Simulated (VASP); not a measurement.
A run of VASP 6.6.1:

File POSCAR:

```
Ir
1.0
    2.7294687938      0.0000000000      0.0000000000
   -1.3647343969      2.3637893143      0.0000000000
    0.0000000000      0.0000000000      4.4209756624
Ir
2
Direct
    0.3333333333      0.6666666667      0.7500000000
    0.6666666667      0.3333333333      0.2500000000
```

INCAR.step1

```
PREC     = Accurate       # precision mode
ENCUT    = 550            # plane-wave cutoff, eV
ISMEAR   = 0              # smearing method
SIGMA    = 0.05           # smearing width, eV
LREAL    = F              # projectors in reciprocal space
LASPH    = T              # aspherical terms in the spheres
NELM     = 120            # most SCF steps
NBANDS   = 24             # bands
GGA      = PE             # functional
ALGO     = Normal         # electronic algorithm
EDIFF    = 1E-5           # SCF threshold, eV
LWAVE    = T              # write WAVECAR
LCHARG   = F              # write CHGCAR
GGA_COMPAT= F
```

Contents of INCAR.step2:

```
PREC     = Accurate       # precision mode
ENCUT    = 550            # plane-wave cutoff, eV
EDIFF    = 1E-6           # SCF threshold, eV
ISMEAR   = 0              # smearing method
SIGMA    = 0.05           # smearing width, eV
LREAL    = F              # projectors in reciprocal space
LASPH    = T              # aspherical terms in the spheres
NELM     = 120            # most SCF steps
ALGO     = Normal         # electronic algorithm
ISIF     = 2              # what is computed and relaxed
LWAVE    = F              # write WAVECAR
LCHARG   = F              # write CHGCAR
METAGGA  = R2SCAN         # meta-GGA
LMIXTAU  = T            
NBANDS   = 24             # bands
ISTART   = 1            
GGA_COMPAT= F
```

File KPOINTS:

```
Automatic mesh
0
Gamma
  18 18 10
```

Potentials or basis: VASP PAW PBE potentials, release 64 (Ir_sv_GW).

The run is started by

```bash
$ cat potpaw_PBE.64/Ir_sv_GW/POTCAR > POTCAR
$ cp INCAR.step1 INCAR
$ mpirun -np 1 vasp_std > vasp.out
$ cp INCAR.step2 INCAR
$ mpirun -np 1 vasp_std > vasp.out
```

Hardware: 1 thread of Intel(R) Xeon(R) Platinum 8375C CPU @ 2.90GHz (Ice Lake) (shared host).

Problem. How long does it take, and how much memory?

Solution. Wall time 6.1 min on 1 thread of Intel(R) Xeon(R) Platinum 8375C CPU @ 2.90GHz (Ice Lake) (shared host), peak memory 0.28 GiB. Counts: k points 222.
